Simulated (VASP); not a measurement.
Input of a VASP 6.6.1 run:

File POSCAR:

```
C
1.0
    0.0000000000      1.7801304728      1.7801304728
    1.7801304728      0.0000000000      1.7801304728
    1.7801304728      1.7801304728      0.0000000000
C
2
Direct
    0.0000000000      0.0000000000      0.0000000000
    0.2500000000      0.2500000000      0.2500000000
```

File INCAR.step1:

```
ALGO     = Normal         # electronic algorithm
EDIFF    = 1E-4           # SCF threshold, eV
ENCUT    = 520            # plane-wave cutoff, eV
GGA      = PE             # functional
ISMEAR   = 0              # smearing method
LASPH    = T              # aspherical terms in the spheres
LCHARG   = F              # write CHGCAR
LREAL    = F              # projectors in reciprocal space
LWAVE    = T              # write WAVECAR
NBANDS   = 11             # bands
NELM     = 100            # most SCF steps
PREC     = Accurate       # precision mode
SIGMA    = 0.02           # smearing width, eV
```

Contents of INCAR.step2:

```
ALGO     = Normal         # electronic algorithm
EDIFF    = 1E-6           # SCF threshold, eV
ENCUT    = 520            # plane-wave cutoff, eV
ISIF     = 2              # what is computed and relaxed
ISMEAR   = 0              # smearing method
ISTART   = 1            
LASPH    = T              # aspherical terms in the spheres
LCHARG   = F              # write CHGCAR
LMIXTAU  = T            
LREAL    = F              # projectors in reciprocal space
LWAVE    = F              # write WAVECAR
METAGGA  = R2SCAN         # meta-GGA
NBANDS   = 11             # bands
NELM     = 100            # most SCF steps
PREC     = Accurate       # precision mode
SIGMA    = 0.02           # smearing width, eV
```

KPOINTS

```
k-points
0
Gamma
  26 26 26
```

Potentials or basis: VASP PAW PBE potentials, release 64 (C).

The run is started by

```bash
$ cat potpaw_PBE.64/C/POTCAR > POTCAR
$ cp INCAR.step1 INCAR
$ mpirun -np 1 vasp_std > vasp.out
$ cp INCAR.step2 INCAR
$ mpirun -np 1 vasp_std > vasp.out
```

Q: Estimate the pressure.

A: 1.1 GPa.

Q: Predict the band gap on the k mesh.

A: 4.34 eV, indirect (least direct gap 5.85 eV).

Caveat: the PAW data sets were made with another functional, which shifts forces and pressure a little. r2SCAN opens gaps a little over a GGA but as a rule still falls short of measured ones.
